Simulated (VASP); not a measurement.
# Pd (Fd-3m) in VASP: single point with PBEsol

Aim: the single point of Pd with PBEsol.

All numbers are computed with VASP 6.6.1; they aren't measurements. Logs are shortened: lines on timing, memory, paths and dates and some standing lists are left out, and cuts for length are marked.

## (1) The cell of the first run

Symmetry: Fd-3m, No. 227, cubic system. The conventional cell has a = 5.689 Å, b = 5.689 Å, c = 5.689 Å, α = 90.00°, β = 90.00°, γ = 90.00°. Pd (site symmetry -43m) has 4 Pd at 2.46 Å within 3.3 Å.

## (2) Single point, PBEsol

File INCAR:

```
PREC = Accurate
ENCUT = 520
EDIFF = 1E-6
ISMEAR = -1
SIGMA = 0.13605693000000002
LREAL = F
LASPH = T
NELM = 100
ALGO = Normal
ISIF = 2
LWAVE = F
LCHARG = T
GGA = PS
LELF = T
LVHAR = T
NBANDS = 17
```

File KPOINTS:

```
Automatic mesh
0
Gamma
  8 8 8
```

File POSCAR:

```
Pd
1.0
    0.0000000000      2.8445674702      2.8445674702
    2.8445674702      0.0000000000      2.8445674702
    2.8445674702      2.8445674702      0.0000000000
Pd
2
Direct
    0.0000000000      0.0000000000      0.0000000000
    0.2500000000      0.2500000000      0.2500000000
```

Potentials or basis: VASP PAW PBE potentials, release 64 (Pd).

Command:

```bash
$ cat potpaw_PBE.64/Pd/POTCAR > POTCAR
$ mpirun -np 1 vasp_std > vasp.out
```

OUTCAR:

```text
PREC = Accurate
   ENCUT = 520
   EDIFF = 1E-6
   ISMEAR = -1
   LREAL = F
   LASPH = T
   NELM = 100
   ISIF = 2
   GGA = PS

 ion  position               nearest neighbor table
   1  0.000  0.000  0.000-   2 2.46   2 2.46   2 2.46   2 2.46
   2  0.250  0.250  0.250-   1 2.46   1 2.46   1 2.46   1 2.46

  LATTYP: Found a face centered cubic cell.
 ALAT       =     5.6891349404

  Lattice vectors:

 A1 = (   0.0000000000,   2.8445674702,   2.8445674702)
 A2 = (   2.8445674702,   0.0000000000,   2.8445674702)
 A3 = (   2.8445674702,   2.8445674702,   0.0000000000)

Analysis of symmetry for initial positions (statically):
=====================================================================
 Subroutine PRICEL returns:
 Original cell was already a primitive cell.

 Routine SETGRP: Setting up the symmetry group for a
 face centered cubic supercell.

 Subroutine GETGRP returns: Found 48 space group operations
 (whereof 24 operations were pure point group operations)
 out of a pool of 48 trial point group operations.

The static configuration has the point symmetry T_d .
 The point group associated with its full space group is O_h .

Analysis of symmetry for dynamics (positions and initial velocities):
=====================================================================
 Subroutine PRICEL returns:
 Original cell was already a primitive cell.

 Routine SETGRP: Setting up the symmetry group for a
 face centered cubic supercell.

 Subroutine GETGRP returns: Found 48 space group operations
 (whereof 24 operations were pure point group operations)
 out of a pool of 48 trial point group operations.

The dynamic configuration has the point symmetry T_d .
 The point group associated with its full space group is O_h .

 Subroutine INISYM returns: Found 48 space group operations
 (whereof 24 operations are pure point group operations),
 and found     1 'primitive' translations

----------------------------------------------------------------------------------------

                                     Primitive cell

  volume of cell :      46.0340

  direct lattice vectors                    reciprocal lattice vectors
     0.000000000  2.844567470  2.844567470    -0.175773648  0.175773648  0.175773648
     2.844567470  0.000000000  2.844567470     0.175773648 -0.175773648  0.175773648
     2.844567470  2.844567470  0.000000000     0.175773648  0.175773648 -0.175773648

  length of vectors
     4.022825895  4.022825895  4.022825895     0.304448888  0.304448888  0.304448888

  position of ions in fractional coordinates (direct lattice)
     0.000000000  0.000000000  0.000000000
     0.250000000  0.250000000  0.250000000

  ion indices of the primitive-cell ions
   primitive index   ion index
                 1           1
                 2           2

----------------------------------------------------------------------------------------

 KPOINTS: Automatic mesh

Automatic generation of k-mesh.
 Grid dimensions read from file:
 generate k-points for:    8    8    8

 Generating k-lattice:

  Cartesian coordinates                     Fractional coordinates (reciprocal lattice)
    -0.021971706  0.021971706  0.021971706     0.125000000  0.000000000  0.000000000
     0.021971706 -0.021971706  0.021971706     0.000000000  0.125000000  0.000000000
     0.021971706  0.021971706 -0.021971706     0.000000000  0.000000000  0.125000000

  Length of vectors
     0.038056111  0.038056111  0.038056111

  Shift w.r.t. Gamma in fractional coordinates (k-lattice)
     0.000000000  0.000000000  0.000000000

 Subroutine IBZKPT returns following result:
 ===========================================

 Found     29 irreducible k-points:

 Following reciprocal coordinates:
            Coordinates               Weight
  0.000000  0.000000  0.000000      1.000000
  0.125000  0.000000  0.000000      8.000000
  0.250000  0.000000  0.000000      8.000000
  0.375000  0.000000  0.000000      8.000000
  0.500000  0.000000  0.000000      4.000000
  0.125000  0.125000  0.000000      6.000000
[... 16 lines left out ...]
  0.500000  0.250000  0.125000     48.000000
 -0.375000  0.250000  0.125000     24.000000
 [... further k-points ...]
   k-points           NKPTS =     29   k-points in BZ     NKDIM =     29   number of bands    NBANDS=     17
   number of dos      NEDOS =    301   number of ions     NIONS =      2
   total plane-waves  NPLWV =  27000
   dimension x,y,z NGX =    30 NGY =   30 NGZ =   30
   dimension x,y,z NGXF=    60 NGYF=   60 NGZF=   60
   ions per type =               2
   NGX,Y,Z   is equivalent  to a cutoff of  12.40, 12.40, 12.40 a.u.
   NGXF,Y,Z  is equivalent  to a cutoff of  24.80, 24.80, 24.80 a.u.
 SYSTEM =  unknown system
   PREC   = accura    normal or accurate (medium, high low for compatibility)
   ISTART =      0    job   : 0-new  1-cont  2-samecut
   ICHARG =      2    charge: 1-file 2-atom 10-const
   ISPIN  =      1    spin polarized calculation?
   LNONCOLLINEAR =      F non collinear calculations
   LSORBIT =      F    spin-orbit coupling
   LASPH  =      T    aspherical Exc in radial PAW
   ENCUT  =  520.0 eV  38.22 Ry    6.18 a.u.   7.48  7.48  7.48*2*pi/ulx,y,z
   NELM   =    100;   NELMIN=  2; NELMDL= -5     # of ELM steps
   EDIFF  = 0.1E-05   stopping-criterion for ELM
   LREAL  =      F    real-space projection
   EDIFFG = 0.1E-04   stopping-criterion for IOM
   NSW    =      0    number of steps for IOM
   IBRION =     -1    ionic relax: 0-MD 1-quasi-New 2-CG
   NFREE  =      0    steps in history (QN), initial steepest desc. (CG)
   ISIF   =      2    stress and relaxation
   ISYM   =      2    0-nonsym 1-usesym 2-fastsym
   POTIM  = 0.5000    time-step for ionic-motion
   TEBEG  =    0.0;   TEEND  =   0.0 temperature during run
   PSTRESS=    0.0 pullay stress
   NELECT =      20.0000    total number of electrons
   NUPDOWN=      -1.0000    fix difference up-down
   EMIN   =  10.00;   EMAX   =-10.00  energy-range for DOS
   EFERMI =   0.00;   METHOD = LEGACY
   ISMEAR =    -1;   SIGMA  =   0.14  broadening in eV -4-tet -1-fermi 0-gaus
   EFERMI_NEDOS =   21; number of points for ismear=-14 and -15
   IALGO  =     38    algorithm
   IMIX   =      4    mixing-type and parameters
     AMIX     =   0.40;   BMIX     =  1.00
     AMIX_MAG =   1.60;   BMIX_MAG =  1.00
  volume/ion in A,a.u.               =      23.02       155.33
  Fermi-wavevector in a.u.,A,eV,Ry     =   1.239915  2.343100 20.917451  1.537389
  Thomas-Fermi vector in A             =   2.374378
   LORBIT       =      0    0 simple, 1 ext, 2 COOP (PROOUT), +10 PAW based schemes
   GGA     = PS    functional components
   LHFCALC =     F    Hartree Fock is set to
   AEXX    =    0.0000 exact exchange contribution
   IVDW    =     0    specifies the selected vdW correction
   LEPSILON=     F    determine dielectric tensor
   LRPA    =     F    only Hartree local field effects (RPA)
 non-spin polarized calculation
  energy-cutoff  :      520.00
  volume of cell :       46.03
 maximum number of plane-waves:      1254
 NGX is ok and might be reduce to    30
   NGX = 15   NGY = 15   NGZ = 15

 number of electron      20.0000001 magnetization

 Free energy of the ion-electron system (eV)
  ---------------------------------------------------
  ext. energy  EPLUGINS =         0.00000000
  ---------------------------------------------------
  free energy    TOTEN  =        -9.40165136 eV

  energy without entropy =       -9.13113260  energy(sigma->0) =       -9.26639198

 E-fermi :   4.3924     XC(G=0): -10.4746

 val. band max:        4.3894921259   @ k =  -0.2500   0.2500   0.0000
 cond. band min:       4.3924082172   @ k =   0.5000   0.1250   0.0000
 fundamental gap:      0.0029160913
 Fermi energy:         4.3923958680

 k-point     1 :       0.0000    0.0000    0.0000
  band No.  band energies     occupation
      1      -0.4928      2.00000
      2       0.7598      2.00000
      3       0.7598      2.00000
      4       0.9045      2.00000
      5       0.9045      2.00000
      6       0.9045      2.00000
[... 9 lines left out ...]
     16      16.7972      0.00000
     17      16.8118      0.00000

 k-point     2 :       0.1250    0.0000    0.0000
  band No.  band energies     occupation
      1      -0.2614      2.00000
      2       0.6299      2.00000
      3       0.6299      2.00000
      4       0.9112      2.00000
      5       1.0944      2.00000
      6       1.0944      2.00000
[... 9 lines left out ...]
     16      17.4495      0.00000
     17      18.0055      0.00000

 k-point     3 :       0.2500    0.0000    0.0000
  band No.  band energies     occupation
      1       0.3065      2.00000
      2       0.5780      2.00000
      3       0.5780      2.00000
      4       0.9788      2.00000
      5       1.2390      2.00000
      6       1.2390      2.00000
[... 9 lines left out ...]
     16      17.7334      0.00000
     17      17.7461      0.00000

 k-point     4 :       0.3750    0.0000    0.0000
  band No.  band energies     occupation
      1       0.6637      2.00000
      2       0.6637      2.00000
      3       0.7231      2.00000
      4       1.1374      2.00000
      5       1.1602      2.00000
      6       1.1602      2.00000
[... 9 lines left out ...]
     16      17.2954      0.00000
     17      17.2954      0.00000

 k-point     5 :       0.5000    0.0000    0.0000
  band No.  band energies     occupation
      1       0.7829      2.00000
      2       0.7829      2.00000
      3       0.8528      2.00000
      4       1.0219      2.00000
      5       1.0219      2.00000
      6       1.1311      2.00000
[... 9 lines left out ...]
     16      17.1410      0.00000
     17      17.1410      0.00000

 k-point     6 :       0.1250    0.1250    0.0000
  band No.  band energies     occupation
      1      -0.1784      2.00000
      2       0.4666      2.00000
      3       0.8806      2.00000
      4       0.8977      2.00000
      5       0.8977      2.00000
      6       1.2731      2.00000
[... 9 lines left out ...]
     16      16.1111      0.00000
     17      18.9457      0.00000

 k-point     7 :       0.2500    0.1250    0.0000
  band No.  band energies     occupation
      1       0.2977      2.00000
      2       0.3711      2.00000
      3       0.8056      2.00000
      4       0.9172      2.00000
      5       1.0918      2.00000
      6       1.4836      2.00000
[... 9 lines left out ...]
     16      16.3674      0.00000
     17      18.5989      0.00000

 k-point     8 :       0.3750    0.1250    0.0000
  band No.  band energies     occupation
      1       0.3895      2.00000
      2       0.6838      2.00000
      3       0.8132      2.00000
      4       1.1372      2.00000
      5       1.1438      2.00000
      6       1.5089      2.00000
[... 9 lines left out ...]
     16      18.0320      0.00000
     17      18.5345      0.00000
[... 203 lines left out ...]
      1       0.2744      2.00000
      2       0.5953      2.00000
      3       0.7764      2.00000
      4       1.0999      2.00000
      5       2.0301      2.00000
      6       2.1025      2.00000
[... 9 lines left out ...]
     16      15.2423      0.00000
     17      22.5348      0.00000

 k-point    20 :      -0.3750    0.3750    0.0000
  band No.  band energies     occupation
      1       0.2066      2.00000
      2       0.6635      2.00000
      3       0.6785      2.00000
      4       1.3654      2.00000
      5       1.8525      2.00000
      6       2.1713      2.00000
[... 9 lines left out ...]
     16      17.5551      0.00000
     17      21.5145      0.00000

 k-point    21 :       0.5000    0.5000    0.0000
  band No.  band energies     occupation
      1       0.4771      2.00000
      2       0.4771      2.00000
      3       0.7991      2.00000
      4       0.7991      2.00000
      5       2.3144      2.00000
      6       2.3144      2.00000
[... 9 lines left out ...]
     16      14.0413      0.00000
     17      25.0869      0.00000

 k-point    22 :       0.3750    0.2500    0.1250
  band No.  band energies     occupation
      1       0.3137      2.00000
      2       0.5847      2.00000
      3       0.9384      2.00000
      4       1.0278      2.00000
      5       1.1727      2.00000
      6       1.7045      2.00000
[... 9 lines left out ...]
     16      16.2262      0.00000
     17      18.5957      0.00000

 k-point    23 :       0.5000    0.2500    0.1250
  band No.  band energies     occupation
      1       0.3473      2.00000
      2       0.4918      2.00000
      3       1.0343      2.00000
      4       1.2280      2.00000
      5       1.3648      2.00000
      6       1.7380      2.00000
[... 9 lines left out ...]
     16      17.5081      0.00000
     17      18.6083      0.00000

 k-point    24 :      -0.3750    0.2500    0.1250
  band No.  band energies     occupation
      1       0.3448      2.00000
      2       0.4856      2.00000
      3       1.0135      2.00000
      4       1.3382      2.00000
      5       1.4207      2.00000
      6       1.6382      2.00000
[... 9 lines left out ...]
     16      17.6694      0.00000
     17      20.3140      0.00000

 [... further k-points ...]

------------------------ aborting loop because EDIFF is reached ----------------------------------------

  FORCE on cell =-STRESS in cart. coord.  units (eV):
  Direction    XX          YY          ZZ          XY          YZ          ZX
  --------------------------------------------------------------------------------------
  -------------------------------------------------------------------------------------
  Total       -0.1159975     -0.1159975     -0.1159975      0.0000000      0.0000000      0.0000000
  in kB       -4.0372021     -4.0372021     -4.0372021      0.0000000      0.0000000      0.0000000
  external PRESSURE =      -4.0372021 kB  Pullay stress =       0.0000000 kB

 VOLUME and BASIS-vectors are now :
 -----------------------------------------------------------------------------
  energy-cutoff  :      520.00
  volume of cell :       46.03
      direct lattice vectors                 reciprocal lattice vectors
     0.000000000  2.844567470  2.844567470    -0.175773648  0.175773648  0.175773648
     2.844567470  0.000000000  2.844567470     0.175773648 -0.175773648  0.175773648
     2.844567470  2.844567470  0.000000000     0.175773648  0.175773648 -0.175773648

 POSITION                                       TOTAL-FORCE (eV/Angst)
 -----------------------------------------------------------------------------------
      0.00000      0.00000      0.00000         0.000000      0.000000     -0.000000
      1.42228      1.42228      1.42228        -0.000000     -0.000000      0.000000
 -----------------------------------------------------------------------------------
    total drift:                                0.000000     -0.000000      0.000000

  FREE ENERGIE OF THE ION-ELECTRON SYSTEM (eV)
  ---------------------------------------------------
  free  energy   TOTEN  =        -9.4016513644 eV

  energy  without entropy=       -9.1311326014  energy(sigma->0) =       -9.26639198
```

Run time: 34 s. Hardware: 1 thread of Intel Xeon 8259CL, shared host; peak memory 0.17 GiB.

What came out:

- Free energy: -9.4017 eV
- Pressure: -0.4 GPa
- Band gap on the k mesh: zero (band 10 reaches 4.45 eV, above the bottom of band 11 at 4.09 eV)

Levels at points of the mesh, in eV from the Fermi level:
```
           k point  band 6  band 7  band 8  band 9  band 10  band 11  band 12  band 13  band 14  band 15
(0.00, 0.00, 0.00)   -3.49   -1.47   -1.47   -1.47    -0.19    -0.19    11.95    11.95    11.95    12.39
(0.50, 0.00, 0.00)   -3.26   -1.12   -1.12   -0.38    -0.38    -0.24     1.30     8.69     8.69    10.55
(0.50, 0.50, 0.00)   -2.08   -1.98   -1.98   -0.19    -0.19     1.92     1.92     4.79     4.79     9.65
```

Caveat: the PAW data sets were made with another functional, which shifts forces and pressure a little.
